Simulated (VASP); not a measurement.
A run of VASP 6.6.1 is set up as follows.

Contents of POSCAR:

```
GaP
1.0
    0.0000000000      2.6434925000      2.7252500000
    2.7252500000      0.0000000000      2.7252500000
    2.7252500000      2.6434925000      0.0000000000
Ga P
1 1
Direct
    0.0000000000      0.0000000000      0.0000000000
    0.7500000000      0.7500000000      0.7500000000
```

Contents of INCAR.step1:

```
  PREC = Accurate
  ENCUT = 520
  ISMEAR = 0
  SIGMA = 0.05
  LREAL = F
  LASPH = T
  NELM = 60
  NBANDS = 16
  GGA = PE
  ALGO = Normal
  EDIFF = 1E-4
  LWAVE = T
  LCHARG = F
```

INCAR.step2

```
  PREC = Accurate
  ENCUT = 520
  EDIFF = 1E-6
  ISMEAR = 0
  SIGMA = 0.05
  LREAL = F
  LASPH = T
  NELM = 60
  ALGO = Normal
  ISIF = 2
  LWAVE = F
  LCHARG = T
  METAGGA = R2SCAN
  LMIXTAU = T
  LELF = T
  LVHAR = T
  NBANDS = 16
  ISTART = 1
```

File KPOINTS:

```
Automatic mesh
0
Gamma
  8 8 8
```

Potentials or basis: VASP PAW PBE potentials, release 64 (Ga_d, P).

The run is started by

```bash
$ cat potpaw_PBE.64/Ga_d/POTCAR potpaw_PBE.64/P/POTCAR > POTCAR
$ cp INCAR.step1 INCAR
$ mpirun -np 1 vasp_std > vasp.out
$ cp INCAR.step2 INCAR
$ mpirun -np 1 vasp_std > vasp.out
```

Question: What does it give for the band gap on the k mesh?

Answer: 1.54 eV (least direct gap 2.49 eV).

Question: Predict the pressure.

Answer: 2.8 GPa.

Stress tensor (GPa, compression positive):
```
2.04 0.00 0.00
0.00 4.41 0.00
0.00 0.00 2.04
```

Caveat: the cell differs from its parent crystal (strain -0.0300 x Voigt [0, 1, 0, 0, 0, 0]); the PAW data sets were made with another functional, which shifts forces and pressure a little. A k mesh can miss the band edges.
